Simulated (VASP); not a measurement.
Input of a VASP 6.6.1 run:

The input INCAR:

```
SYSTEM = TaN
PREC = Accurate
ENCUT = 600
EDIFF = 1E-6
ISMEAR = 0
SIGMA = 0.1
LREAL = .FALSE.
LASPH = .TRUE.
NELM = 80
ALGO = Normal
ISIF = 3
LWAVE = .FALSE.
LCHARG = .FALSE.
GGA = CA
IBRION = 2
NSW = 100
EDIFFG = -0.002
```

Contents of KPOINTS:

```
regular mesh
0
G
  24 24 20
  0 0 0
```

POSCAR

```
TaN
1.0
    2.9063959231      0.0000000000      0.0000000000
   -1.4531979615      2.5170127028      0.0000000000
    0.0000000000      0.0000000000      2.8523005582
Ta N
1 1
Direct
    0.0000000000      0.0000000000      0.5000000000
    0.6666666667      0.3333333333      0.0000000000
```

Potentials or basis: VASP PAW LDA potentials, release 64 (Ta_pv, N).

The run is started by

```bash
$ cat potpaw_LDA.64/Ta_pv/POTCAR potpaw_LDA.64/N/POTCAR > POTCAR
$ mpirun -np 1 vasp_std > vasp.out
```

**Question.** Estimate the space group after relaxing (to 0.05 Å).

**Answer.** P-6m2 (No. 187).

**Question.** Predict the relaxed cell.

**Answer.** a = 2.912 Å, b = 2.912 Å, c = 2.856 Å, α = 90.00°, β = 90.00°, γ = 120.00°.

**Question.** Estimate the relaxed volume.

**Answer.** 10.49 Å³/atom.

Final structure:
```
CELL_PARAMETERS angstrom
2.91155 0.00000 0.00000
-1.45577 2.52148 0.00000
0.00000 0.00000 2.85649
ATOMIC_POSITIONS crystal
Ta 0.00000 0.00000 0.50000
N 0.66667 0.33333 0.00000
```
